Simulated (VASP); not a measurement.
Input of a VASP 6.6.1 run:

Contents of POSCAR:

```
TaN
1.0
    2.7647627786      0.0000000000      0.0000000000
   -1.3823813893      2.3943548017      0.0000000000
    0.0000000000      0.0000000000      3.2556082455
Ta N
1 1
Direct
    0.3333333333      0.6666666667      0.5000000000
    0.0000000000      0.0000000000      0.0000000000
```

Contents of INCAR.step1:

```
PREC = Accurate ; ENCUT = 520
ISMEAR = 0 ; SIGMA = 0.15
LREAL = False ; LASPH = True
NELM = 60 ; NBANDS = 15
GGA = PE ; ALGO = Normal
EDIFF = 1E-4 ; LWAVE = True
LCHARG = False
```

The input INCAR.step2:

```
PREC = Accurate ; ENCUT = 520
EDIFF = 1E-6 ; ISMEAR = 0
SIGMA = 0.15 ; LREAL = False
LASPH = True ; NELM = 60
ALGO = Normal ; ISIF = 2
LWAVE = False ; LCHARG = False
METAGGA = R2SCAN ; LMIXTAU = True
NBANDS = 15 ; ISTART = 1
```

The input KPOINTS:

```
Automatic mesh
0
Gamma
  24 24 18
```

Potentials or basis: VASP PAW PBE potentials, release 64 (Ta_pv, N).

Command:

```console
$ cat potpaw_PBE.64/Ta_pv/POTCAR potpaw_PBE.64/N/POTCAR > POTCAR
$ cp INCAR.step1 INCAR
$ mpirun -np 1 vasp_std > vasp.out
$ cp INCAR.step2 INCAR
$ mpirun -np 1 vasp_std > vasp.out
```

(1) Predict the pressure.

(2) Predict the band gap on the k mesh.

Results:

(1) 2.9 GPa.

(2) zero (bands 8 and 9 overlap by 0.12 eV).

Caveat: the PAW data sets were made with another functional, which shifts forces and pressure a little; spin-orbit coupling is left out, which moves the levels of the heavy elements.
